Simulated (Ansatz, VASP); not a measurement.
**RbBr in VASP and in Ansatz**

The input INCAR:

```
PREC = Accurate
ENCUT = 520
EDIFF = 1E-6
ISMEAR = 0
SIGMA = 0.01
LREAL = F
LASPH = T
NELM = 80
ALGO = Normal
ISIF = 2
LWAVE = F
LCHARG = F
GGA = PS
IBRION = 2
NSW = 50
EDIFFG = -0.002
```

Contents of KPOINTS:

```
Automatic mesh
0
Gamma
  6 6 6
```

Contents of POSCAR:

```
RbBr
1.0
    4.0700851177     -0.0101752128     -0.0101752128
   -0.0101752128      4.0700851177     -0.0101752128
   -0.0101752128     -0.0101752128      4.0700851177
Rb Br
1 1
Direct
    0.0000000000      0.0000000000      0.0000000000
    0.5000000000      0.5000000000      0.5000000000
```

Input for Ansatz:

```yaml
crystal:
  lattice:
    - [4.07008511772, -0.01017521279, -0.01017521279]
    - [-0.01017521279, 4.07008511772, -0.01017521279]
    - [-0.01017521279, -0.01017521279, 4.07008511772]
  atoms:
    - { symbol: Rb, position: [0.0, 0.0, 0.0] }
    - { symbol: Br, position: [0.5, 0.5, 0.5] }
kpoints:
  mp_grid: { grid: [6, 6, 6] }
scf:
  occupations: { method: fixed }
  convergence: { dr2_threshold: 1.0e-10 }
hamiltonian:
  xc: pbesol
  pseudopotentials: { kind: all_electron, lapw: { basis_error: 0.0005 } }
output:
  forces: true
  stress: true
  eigenstates:
    kpoints:
      - [0.0, 0.0, 0.0]
      - [0.0, 0.5, 0.5]
      - [0.5, 0.0, 0.5]
      - [0.5, 0.5, 0.0]
      - [-0.5, -0.5, -0.5]
      - [0.0, -0.5, 0.0]
      - [0.0, 0.0, -0.5]
      - [-0.5, 0.0, 0.0]
relax:
  f_tol: 0.002
  max_steps: 30
```

Change from the starting cell: equal xy, yz and zx engineering shears of -0.5 %.

Alike in both runs: task relaxation of the atoms; functional PBEsol; k mesh 6 × 6 × 6; no spin polarisation.

```csv
,VASP,Ansatz
version,VASP 6.6.1,Ansatz 0.2.0
potentials or method,"VASP PAW PBE potentials, release 64 (Rb_sv, Br), cutoff 520 eV","all-electron LAPW, scalar-relativistic"
occupations,"gaussian, width 0.01 eV",fixed
```

```csv
,VASP,Ansatz,Ansatz less VASP
"gap on the k mesh at the Fermi level, each at its own relaxed structure (eV)",4.04,4.04,+0.002
```

VASP's potentials were made for PBE, not for PBEsol. Ansatz ran all-electron here, and VASP with PAW potentials.

Noted on VASP's run: the relaxation stopped at its first step, so nothing moved.
